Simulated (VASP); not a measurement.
# Al2Cu in VASP: relaxation of cell and atoms with PBEsol

Aim: the relaxation of cell and atoms of Al2Cu with PBEsol.

All numbers are computed with VASP 6.6.1; they aren't measurements. Logs are shortened: lines on timing, memory, paths and dates and some standing lists are left out, and cuts for length are marked.

## (1) The cell of the first run

The cell holds a disordered packing, 9 atoms: a = 6.191 Å, b = 4.723 Å, c = 4.601 Å, α = 82.21°, β = 74.73°, γ = 85.08°.

## (2) Relaxation of cell and atoms, PBEsol

The input, INCAR:

```
PREC = Accurate
ENCUT = 600
EDIFF = 1E-6
ISMEAR = 0
SIGMA = 0.1
LREAL = F
LASPH = T
NELM = 100
ALGO = Normal
ISIF = 3
LWAVE = F
LCHARG = F
GGA = PS
IBRION = 2
NSW = 45
EDIFFG = -0.04
ISYM = 0
```

The input, KPOINTS:

```
regular mesh
0
Gamma
  4 5 5
```

The input, POSCAR:

```
Al2Cu
1.0
    6.1458224921      0.1589757419      0.7305229538
    0.2506922306      4.7062339808      0.3024696367
    0.6732175357      0.2980706994      4.5422085201
Al Cu
6 3
Direct
    0.2597919766      0.0420857391      0.3837893850
    0.7312684475      0.8509668091      0.2497554025
    0.6065758342      0.4142112892      0.0412413954
    0.4874267513      0.9683171380      0.8043490165
    0.1597412384      0.6100067865      0.1126335629
    0.8407883869      0.2905339960      0.4969653440
    0.9347835916      0.7328274768      0.6998816252
    0.0501371406      0.1725838219      0.9276891479
    0.3729401107      0.5013524585      0.5732827781
```

Potentials or basis: VASP PAW PBE potentials, release 64 (Al, Cu).

Launch:

```console
$ cat potpaw_PBE.64/Al/POTCAR potpaw_PBE.64/Cu/POTCAR > POTCAR
$ mpirun -np 1 vasp_std > vasp.out
```

OUTCAR:

```text
PREC = Accurate
   ENCUT = 600
   EDIFF = 1E-6
   ISMEAR = 0
   LREAL = F
   LASPH = T
   NELM = 100
   ISIF = 3
   GGA = PS
   IBRION = 2
   NSW = 45
   EDIFFG = -0.04
   ISYM = 0

 ion  position               nearest neighbor table
   1  0.260  0.042  0.384-   7 2.59   8 2.63   4 2.65   9 2.66   9 2.68   6 2.70   4 2.72   8 2.72
                             5 2.72   3 2.88   5 2.89   2 2.91
   2  0.731  0.851  0.250-   8 2.60   7 2.62   3 2.64   7 2.67   4 2.70   6 2.71   5 2.74   3 2.82
                             4 2.82   6 2.84   9 2.84   1 2.91
   3  0.607  0.414  0.041-   9 2.56   2 2.64   6 2.66   7 2.66   4 2.73   5 2.79   4 2.81   2 2.82
                             6 2.82   8 2.83   9 2.86   1 2.88
   4  0.487  0.968  0.804-   1 2.65   2 2.70   9 2.71   1 2.72   5 2.72   6 2.73   8 2.73   3 2.73
                             9 2.79   3 2.81   2 2.82   7 2.84
   5  0.160  0.610  0.113-   8 2.54   9 2.58   7 2.62   6 2.69   4 2.72   1 2.72   2 2.74   9 2.75
                             8 2.76   3 2.79   7 2.81   1 2.89
   6  0.841  0.291  0.497-   7 2.57   8 2.62   3 2.66   5 2.69   1 2.70   8 2.71   2 2.71   4 2.73
                             7 2.74   3 2.82   2 2.84   9 2.93
   7  0.935  0.733  0.700-   6 2.57   1 2.59   5 2.62   2 2.62   3 2.66   2 2.67   8 2.68   6 2.74
                             9 2.78   5 2.81   4 2.84
   8  0.050  0.173  0.928-   5 2.54   2 2.60   6 2.62   1 2.63   7 2.68   9 2.68   6 2.71   1 2.72
                             4 2.73   5 2.76   3 2.83
   9  0.373  0.501  0.573-   3 2.56   5 2.58   1 2.66   1 2.68   8 2.68   4 2.71   5 2.75   7 2.78
                             4 2.79   2 2.84   3 2.86   6 2.93

IMPORTANT INFORMATION: All symmetrisations will be switched off!
NOSYMM: (Re-)initialisation of all symmetry stuff for point group C_1.

----------------------------------------------------------------------------------------

                                     Primitive cell

  volume of cell :     128.4147

  direct lattice vectors                    reciprocal lattice vectors
     6.145822492  0.158975742  0.730522954     0.165764043 -0.007281632 -0.024090664
     0.250692231  4.706233981  0.302469637    -0.003927537  0.213556609 -0.013431986
     0.673217536  0.298070699  4.542208520    -0.026398277 -0.013049817  0.224926167

  length of vectors
     6.191128425  4.722602329  4.601491740     0.167663652  0.214014647  0.226845646

  position of ions in fractional coordinates (direct lattice)
     0.259791977  0.042085739  0.383789385
     0.731268447  0.850966809  0.249755402
     0.606575834  0.414211289  0.041241395
     0.487426751  0.968317138  0.804349016
     0.159741238  0.610006787  0.112633563
     0.840788387  0.290533996  0.496965344
     0.934783592  0.732827477  0.699881625
     0.050137141  0.172583822  0.927689148
     0.372940111  0.501352459  0.573282778

  ion indices of the primitive-cell ions
   primitive index   ion index
                 1           1
                 2           2
                 3           3
                 4           4
                 5           5
                 6           6
                 7           7
                 8           8
                 9           9

----------------------------------------------------------------------------------------

 KPOINTS: regular mesh

Automatic generation of k-mesh.
 Grid dimensions read from file:
 generate k-points for:    4    5    5

 Generating k-lattice:

  Cartesian coordinates                     Fractional coordinates (reciprocal lattice)
     0.041441011 -0.001820408 -0.006022666     0.250000000 -0.000000000 -0.000000000
    -0.000785507  0.042711322 -0.002686397     0.000000000  0.200000000  0.000000000
    -0.005279655 -0.002609963  0.044985233    -0.000000000  0.000000000  0.200000000

  Length of vectors
     0.041915913  0.042802929  0.045369129

  Shift w.r.t. Gamma in fractional coordinates (k-lattice)
     0.000000000  0.000000000  0.000000000

 Subroutine IBZKPT returns following result:
 ===========================================

 Found     51 irreducible k-points:

 Following reciprocal coordinates:
            Coordinates               Weight
  0.000000  0.000000  0.000000      1.000000
  0.250000  0.000000 -0.000000      2.000000
  0.500000  0.000000 -0.000000      1.000000
  0.000000  0.200000  0.000000      2.000000
  0.250000  0.200000 -0.000000      2.000000
  0.500000  0.200000  0.000000      2.000000
[... 16 lines left out ...]
 -0.250000  0.400000  0.200000      2.000000
  0.000000 -0.400000  0.200000      2.000000
 [... further k-points ...]
   k-points           NKPTS =     51   k-points in BZ     NKDIM =     51   number of bands    NBANDS=     30
   number of dos      NEDOS =    301   number of ions     NIONS =      9
   total plane-waves  NPLWV =  80000
   dimension x,y,z NGX =    50 NGY =   40 NGZ =   40
   dimension x,y,z NGXF=   100 NGYF=   80 NGZF=   80
   ions per type =               6   3
   NGX,Y,Z   is equivalent  to a cutoff of  13.43, 14.08, 14.45 a.u.
   NGXF,Y,Z  is equivalent  to a cutoff of  26.85, 28.16, 28.90 a.u.
 SYSTEM =  unknown system
   PREC   = accura    normal or accurate (medium, high low for compatibility)
   ISTART =      0    job   : 0-new  1-cont  2-samecut
   ICHARG =      2    charge: 1-file 2-atom 10-const
   ISPIN  =      1    spin polarized calculation?
   LNONCOLLINEAR =      F non collinear calculations
   LSORBIT =      F    spin-orbit coupling
   LASPH  =      T    aspherical Exc in radial PAW
   ENCUT  =  600.0 eV  44.10 Ry    6.64 a.u.  12.37  9.43  9.19*2*pi/ulx,y,z
   NELM   =    100;   NELMIN=  2; NELMDL= -5     # of ELM steps
   EDIFF  = 0.1E-05   stopping-criterion for ELM
   LREAL  =      F    real-space projection
   EDIFFG = -.4E-01   stopping-criterion for IOM
   NSW    =     45    number of steps for IOM
   IBRION =      2    ionic relax: 0-MD 1-quasi-New 2-CG
   NFREE  =      1    steps in history (QN), initial steepest desc. (CG)
   ISIF   =      3    stress and relaxation
   ISYM   =      0    0-nonsym 1-usesym 2-fastsym
   POTIM  = 0.5000    time-step for ionic-motion
   TEBEG  =    0.0;   TEEND  =   0.0 temperature during run
   PSTRESS=    0.0 pullay stress
   NELECT =      51.0000    total number of electrons
   NUPDOWN=      -1.0000    fix difference up-down
   EMIN   =  10.00;   EMAX   =-10.00  energy-range for DOS
   EFERMI =   0.00;   METHOD = LEGACY
   ISMEAR =     0;   SIGMA  =   0.10  broadening in eV -4-tet -1-fermi 0-gaus
   EFERMI_NEDOS =   21; number of points for ismear=-14 and -15
   IALGO  =     38    algorithm
   IMIX   =      4    mixing-type and parameters
     AMIX     =   0.40;   BMIX     =  1.00
     AMIX_MAG =   1.60;   BMIX_MAG =  1.00
  volume/ion in A,a.u.               =      14.27        96.29
  Fermi-wavevector in a.u.,A,eV,Ry     =   1.203354  2.274009 19.702056  1.448060
  Thomas-Fermi vector in A             =   2.339110
   LORBIT       =      0    0 simple, 1 ext, 2 COOP (PROOUT), +10 PAW based schemes
   GGA     = PS    functional components
   LHFCALC =     F    Hartree Fock is set to
   AEXX    =    0.0000 exact exchange contribution
   IVDW    =     0    specifies the selected vdW correction
   LEPSILON=     F    determine dielectric tensor
   LRPA    =     F    only Hartree local field effects (RPA)
 conjugate gradient relaxation of ions
 non-spin polarized calculation
 Gauss-broadening in eV      SIGMA  =   0.10
  energy-cutoff  :      600.00
  volume of cell :      128.41
 maximum number of plane-waves:      4304
 NGX is ok and might be reduce to    50
   NGX = 25   NGY = 19   NGZ = 19

--------------------------------------- Ionic step        1  -------------------------------------------

 number of electron      51.0000009 magnetization

 Free energy of the ion-electron system (eV)
  ---------------------------------------------------
  ext. energy  EPLUGINS =         0.00000000
  ---------------------------------------------------
  free energy    TOTEN  =       -38.00276898 eV

  energy without entropy =      -37.98523429  energy(sigma->0) =      -37.99400163

------------------------ aborting loop because EDIFF is reached ----------------------------------------

  FORCE on cell =-STRESS in cart. coord.  units (eV):
  Direction    XX          YY          ZZ          XY          YZ          ZX
  --------------------------------------------------------------------------------------
  -------------------------------------------------------------------------------------
  Total       -0.1539675      1.0286693      0.5342717      0.9166280      0.2862366     -0.4634201
  in kB       -1.9209892     12.8342839      6.6658880     11.4363903      3.5712569     -5.7819025
  external PRESSURE =       5.8597276 kB  Pullay stress =       0.0000000 kB
[... 110 lines left out ...]
  FREE ENERGIE OF THE ION-ELECTRON SYSTEM (eV)
  ---------------------------------------------------
  free  energy   TOTEN  =       -38.0295180683 eV

  energy  without entropy=      -38.0093244837  energy(sigma->0) =      -38.01942128

[... ionic steps 4 to 12 ...]

--------------------------------------- Ionic step       13  -------------------------------------------

 number of electron      51.0000002 magnetization

------------------------ aborting loop because EDIFF is reached ----------------------------------------

  FORCE on cell =-STRESS in cart. coord.  units (eV):
  Direction    XX          YY          ZZ          XY          YZ          ZX
  --------------------------------------------------------------------------------------
  -------------------------------------------------------------------------------------
  Total        0.0233708     -0.0503916      0.1366345     -0.0025410      0.1198484     -0.1270369
  in kB        0.2912254     -0.6279331      1.7026125     -0.0316642      1.4934401     -1.5830167
  external PRESSURE =       0.4553016 kB  Pullay stress =       0.0000000 kB
[... 71 lines left out ...]
  energy  without entropy=      -38.0706896066  energy(sigma->0) =      -38.07527770

--------------------------------------- Ionic step       15  -------------------------------------------

 number of electron      51.0000003 magnetization

 Free energy of the ion-electron system (eV)
  ---------------------------------------------------
  ext. energy  EPLUGINS =         0.00000000
  ---------------------------------------------------
  free energy    TOTEN  =       -38.08086267 eV

  energy without entropy =      -38.07172706  energy(sigma->0) =      -38.07629486

 E-fermi :   8.3889     XC(G=0): -11.1546

 val. band max:        8.3775373317   @ k =   0.0000   0.0000   0.0000
 cond. band min:       8.3963684103   @ k =  -0.2500  -0.0000   0.2000
 fundamental gap:      0.0188310786
 Fermi energy:         8.3888778496

 k-point     1 :       0.0000    0.0000    0.0000
  band No.  band energies     occupation
      1      -2.7803      2.00000
      2       1.3774      2.00000
      3       1.4739      2.00000
      4       2.7350      2.00000
      5       3.1963      2.00000
      6       3.7369      2.00000
[... 781 lines left out ...]
     29      10.4372      0.00000
     30      10.7947      0.00000

 [... further k-points ...]

------------------------ aborting loop because EDIFF is reached ----------------------------------------

  FORCE on cell =-STRESS in cart. coord.  units (eV):
  Direction    XX          YY          ZZ          XY          YZ          ZX
  --------------------------------------------------------------------------------------
  -------------------------------------------------------------------------------------
  Total       -0.0305727     -0.0091873      0.0710961      0.0242400      0.0318436     -0.0353998
  in kB       -0.3811903     -0.1145498      0.8864499      0.3022325      0.3970366     -0.4413772
  external PRESSURE =       0.1302366 kB  Pullay stress =       0.0000000 kB
[... 24 lines left out ...]
  FREE ENERGIE OF THE ION-ELECTRON SYSTEM (eV)
  ---------------------------------------------------
  free  energy   TOTEN  =       -38.0808626682 eV

  energy  without entropy=      -38.0717270577  energy(sigma->0) =      -38.07629486

 reached required accuracy - stopping structural energy minimisation
```

Run time: 1.6 h. Hardware: 1 thread of Intel Xeon 8259CL, shared host; peak memory 0.41 GiB.

Results:

| Item | Value |
| --- | --- |
| Free energy | -38.0809 eV |
| Relaxed volume | 14.28 Å³/atom |
| Relaxed cell | a = 6.030 Å, b = 4.813 Å, c = 4.655 Å, α = 81.05°, β = 75.22°, γ = 82.62° |
| Space group after relaxing (to 0.1 Å) | P1 (No. 1) |
| Energy gained by relaxing | 8.7 meV/atom |
| Ionic steps | 15 |
| Pressure after relaxing | 0.0 GPa |
| Largest force after relaxing | 0.040 eV/Å |
| Band gap on the k mesh | zero (an odd number of electrons rules out a gap without spin polarisation) |

Forces on the atoms (eV/Å):
```
Al  -0.005 -0.015  0.011
Al  -0.007  0.034 -0.003
Al   0.001  0.003  0.009
Al  -0.010  0.007  0.015
Al   0.014 -0.021 -0.014
Al  -0.006  0.003  0.005
Cu   0.011  0.015 -0.011
Cu  -0.012  0.011 -0.015
Cu   0.015 -0.037  0.003
```

Stress tensor (GPa, compression positive):
```
-0.04  0.03 -0.04
 0.03 -0.01  0.04
-0.04  0.04  0.09
```

The path:
| step | energy change (eV) | largest force (eV/Å) | pressure (GPa) | volume (Å³) |
| --- | --- | --- | --- | --- |
| 1 | 0.0000 | 0.1800 | 0.59 | 128.41 |
| 2 | -0.0185 | 0.1342 | -0.43 | 129.38 |
| 3 | -0.0267 | 0.1162 | -1.22 | 130.29 |
| 4 | -0.0436 | 0.1224 | -0.77 | 129.63 |
| 5 | -0.0579 | 0.2158 | 0.86 | 127.61 |
| 6 | -0.0613 | 0.1699 | 0.18 | 128.37 |
| 7 | -0.0617 | 0.1809 | 0.33 | 128.19 |
| 8 | -0.0679 | 0.1540 | 0.31 | 128.27 |
| 9 | -0.0697 | 0.1338 | 0.29 | 128.32 |
| 10 | -0.0743 | 0.0834 | -0.11 | 128.76 |
| 11 | -0.0746 | 0.0673 | -0.53 | 129.30 |
| 12 | -0.0752 | 0.0603 | -0.41 | 129.07 |
| 13 | -0.0770 | 0.0559 | 0.05 | 128.57 |
| 14 | -0.0771 | 0.0571 | 0.10 | 128.46 |
| 15 | -0.0781 | 0.0396 | 0.01 | 128.50 |

Final structure:
```yaml
crystal:
  lattice:
    - [5.98139, 0.29986, 0.70578]
    - [0.34289, 4.78890, 0.34289]
    - [0.63745, 0.35317, 4.59779]
  atoms:
    - { symbol: Al, position: [0.26205, 0.04127, 0.38035] }
    - { symbol: Al, position: [0.72608, 0.85314, 0.25100] }
    - { symbol: Al, position: [0.61028, 0.41323, 0.03984] }
    - { symbol: Al, position: [0.49145, 0.96568, 0.80721] }
    - { symbol: Al, position: [0.16088, 0.60942, 0.11357] }
    - { symbol: Al, position: [0.83208, 0.29450, 0.49542] }
    - { symbol: Cu, position: [0.93184, 0.73553, 0.69835] }
    - { symbol: Cu, position: [0.05039, 0.17251, 0.92861] }
    - { symbol: Cu, position: [0.37841, 0.49760, 0.57525] }
```

Levels at points of the mesh, in eV from the Fermi level:
| k point | band 22 | band 23 | band 24 | band 25 | band 26 | band 27 | band 28 | band 29 |
| --- | --- | --- | --- | --- | --- | --- | --- | --- |
| (0.00, 0.00, 0.00) | -2.34 | -1.58 | -1.09 | -0.86 | -0.01 | 0.38 | 0.55 | 1.67 |
| (0.50, 0.00, 0.00) | -1.87 | -1.57 | -1.10 | -0.84 | -0.78 | 0.12 | 0.63 | 0.99 |

Caveat: the PAW data sets were made with another functional, which shifts forces and pressure a little.
